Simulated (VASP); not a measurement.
Write the native input for VASP 6.6.1 that does the following.

```
Task                   : single point
Functional             : PBE
Potentials or basis    : VASP PAW PBE potentials, release 64 (As, Ga_d)
Cutoff                 : 520 eV
k mesh                 : 9 × 9 × 9
Occupations            : gaussian, width 0.05 eV
Spin                   : non-collinear spin, zero start, spin-orbit coupling
Starting moments       : [[0.0, 0.0, 0.0], [0.0, 0.0, 0.0]] μB
Dipole correction      : no
Further INCAR settings : ALGO = Normal; EDIFF = 1e-07; NBANDS = 30
```

The structure of GaAs lies in POSCAR:

```
GaAs
1.0
    0.0000000000      2.8268500000      2.8268500000
    2.8268500000      0.0000000000      2.8268500000
    2.8268500000      2.8268500000      0.0000000000
As Ga
1 1
Direct
    0.7500000000      0.7500000000      0.7500000000
    0.0000000000      0.0000000000      0.0000000000
```

The input as run:

INCAR

```
SYSTEM = GaAs
PREC     = Accurate       ! precision mode
ENCUT    = 520            ! plane-wave cutoff, eV
EDIFF    = 1E-7           ! SCF threshold, eV
ISMEAR   = 0              ! smearing method
SIGMA    = 0.05           ! smearing width, eV
LREAL    = .False.        ! projectors in reciprocal space
LASPH    = .True.         ! aspherical terms in the spheres
NELM     = 150            ! most SCF steps
ALGO     = Normal         ! electronic algorithm
ISIF     = 2              ! what is computed and relaxed
LWAVE    = .False.        ! write WAVECAR
LCHARG   = .True.         ! write CHGCAR
LNONCOLLINEAR= .True.         ! non-collinear magnetism
MAGMOM   = 0 0 0 0 0 0    ! initial moments
LORBIT   = 11             ! projections on sites
LSORBIT  = .True.         ! spin-orbit coupling
GGA_COMPAT= .False.      
LORBMOM  = .True.       
GGA      = PE             ! functional
LVHAR    = .True.       
NBANDS   = 30             ! bands
```

KPOINTS

```
regular mesh
0
Gamma
  9 9 9
  0 0 0
```

Potentials or basis: VASP PAW PBE potentials, release 64 (As, Ga_d).

The run is started by

```sh
$ cat potpaw_PBE.64/As/POTCAR potpaw_PBE.64/Ga_d/POTCAR > POTCAR
$ mpirun -np 1 vasp_ncl > vasp.out
```

Results of the run:

```json
{
 "Pressure": "3.4 GPa",
 "Net moment": "0.00 μB per cell",
 "Valence electrons inside the program's atomic spheres": "As 2.84; Ga 11.68"
}
```

Caveat: the cell stands under pressure.

Run time: 69 s on 1 thread of Intel(R) Xeon(R) 6975P-C (Granite Rapids), with other jobs on the host, peak memory 0.34 GiB.
